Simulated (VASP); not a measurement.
A run of VASP 6.6.1 is set up as follows.

File POSCAR:

```
C
1.0
    1.2280479700     -2.1270618200      0.0000000000
    1.2280479700      2.1270618200      0.0000000000
    0.0000000000      0.0000000000      7.1732677600
C
4
Direct
    0.0833794600      0.9166205400      0.7531376000
    0.5833794600      0.4166205400      0.2468624000
    0.9166205400      0.0833794600      0.2468624000
    0.4166205400      0.5833794600      0.7531376000
```

The input INCAR.step1:

```
SYSTEM = C
  ALGO = Normal
  EDIFF = 1E-4
  ENCUT = 520
  GGA = PE
  ISMEAR = 0
  LASPH = .True.
  LCHARG = .False.
  LREAL = .False.
  LWAVE = .True.
  NBANDS = 16
  NELM = 80
  PREC = Accurate
  SIGMA = 0.1
```

The input INCAR.step2:

```
SYSTEM = C
  ALGO = Normal
  EDIFF = 1E-6
  ENCUT = 520
  ISIF = 2
  ISMEAR = 0
  ISTART = 1
  LASPH = .True.
  LCHARG = .True.
  LELF = .True.
  LMIXTAU = .True.
  LREAL = .False.
  LVHAR = .True.
  LWAVE = .False.
  METAGGA = R2SCAN
  NBANDS = 16
  NELM = 80
  PREC = Accurate
  SIGMA = 0.1
```

KPOINTS

```
k-points
0
Gamma
  18 18 6
  0 0 0
```

Potentials or basis: VASP PAW PBE potentials, release 64 (C).

The run is started by

```bash
$ cat potpaw_PBE.64/C/POTCAR > POTCAR
$ cp INCAR.step1 INCAR
$ mpirun -np 1 vasp_std > vasp.out
$ cp INCAR.step2 INCAR
$ mpirun -np 1 vasp_std > vasp.out
```

Q: What does it give for the pressure?

A: 0.5 GPa.

Q: Estimate the largest force.

A: 0.023 eV/Å.

Stress tensor (GPa, compression positive):
```
 1.00  0.00  0.00
 0.00  0.81  0.00
 0.00  0.00 -0.26
```

Caveat: the PAW data sets were made with another functional, which shifts forces and pressure a little.
